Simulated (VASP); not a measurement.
Set up this calculation in VASP 6.6.1, as the native input.

- Task: single point
- Functional: PBE
- Potentials or basis: VASP PAW PBE potentials, release 64 (Nb_sv, O)
- Cutoff: 520 eV
- k mesh: 12 × 12 × 8
- Occupations: gaussian, width 0.1 eV
- Spin: no spin polarisation
- Dipole correction: no
- Further INCAR settings: ALGO = Fast; EDIFF = 1e-06; NBANDS = 44

The structure of Nb5O lies in POSCAR:

```
Nb5O
1.0
    4.6972350913      0.0000000000      0.0000000000
   -2.3486175457      4.0679249166      0.0000000000
    0.0000000000      0.0000000000      5.3137064402
Nb O
5 1
Direct
    0.3333333333      0.6666666667      0.2573844199
    0.3333333333      0.6666666667      0.7426155801
    0.6666666667      0.3333333333      0.7426155801
    0.6666666667      0.3333333333      0.2573844199
    0.0000000000      0.0000000000      0.5000000000
    0.0000000000      0.0000000000      0.0000000000
```

The cell was generated, and may not be a known phase.

The input as run:

INCAR

```
ALGO     = Fast           # electronic algorithm
EDIFF    = 1E-6           # SCF threshold, eV
ENCUT    = 520            # plane-wave cutoff, eV
GGA      = PE             # functional
ISIF     = 2              # what is computed and relaxed
ISMEAR   = 0              # smearing method
LASPH    = T              # aspherical terms in the spheres
LCHARG   = T              # write CHGCAR
LELF     = T              # ELF
LREAL    = F              # projectors in reciprocal space
LVHAR    = T            
LWAVE    = F              # write WAVECAR
NBANDS   = 44             # bands
NELM     = 80             # most SCF steps
PREC     = Accurate       # precision mode
SIGMA    = 0.1            # smearing width, eV
```

KPOINTS

```
k-points
0
Gamma
  12 12 8
```

Potentials or basis: VASP PAW PBE potentials, release 64 (Nb_sv, O).

Command:

```sh
$ cat potpaw_PBE.64/Nb_sv/POTCAR potpaw_PBE.64/O/POTCAR > POTCAR
$ mpirun -np 1 vasp_std > vasp.out
```

It gave:

* Pressure: -0.4 GPa
* Largest force: 0.013 eV/Å
* Band gap on the k mesh: zero (an odd number of electrons rules out a gap without spin polarisation)

Run time: 23 min on 1 thread of Oxide Virtual Turin-like Processor, on a shared host, peak memory 0.4 GiB.
